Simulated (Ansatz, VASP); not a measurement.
**Two plane-wave programs on Cu**

```
CELL_PARAMETERS angstrom
0.00000 1.71713 1.71713
1.71713 0.00000 1.71713
1.71713 1.71713 0.00000
ATOMIC_POSITIONS crystal
Cu 0.00000 0.00000 0.00000
```

Change from the starting cell: strain -0.050 along x and y, -0.050 along z, atoms carried along.

Alike in both runs: task single point; functional r2SCAN; k mesh 22 × 22 × 22; occupations gaussian, width 0.15 eV; no spin polarisation.

|  | VASP | Ansatz |
| --- | --- | --- |
| version | VASP 6.6.1 | Ansatz 0.2.0 |
| potentials or method | VASP PAW PBE potentials, release 64 (Cu), cutoff 520 eV | scalar-relativistic, plane waves, PAW |
| valence electrons in the cell | 11 | 19 |

```csv
,VASP,Ansatz,Ansatz less VASP
gap on the k mesh at the Fermi level (eV),none,none,-
pressure (GPa),27.8,27.1,-0.75
```

VASP's potentials were made for PBE, not for r2SCAN. A gap of «none» marks a metal or a gap that the smearing closes. With one functional, cell and mesh, what is left measures potentials, basis and numerics. VASP's potentials hold 11 valence electrons a cell and Ansatz's 19, so a difference there can come from the potentials and not from the codes.
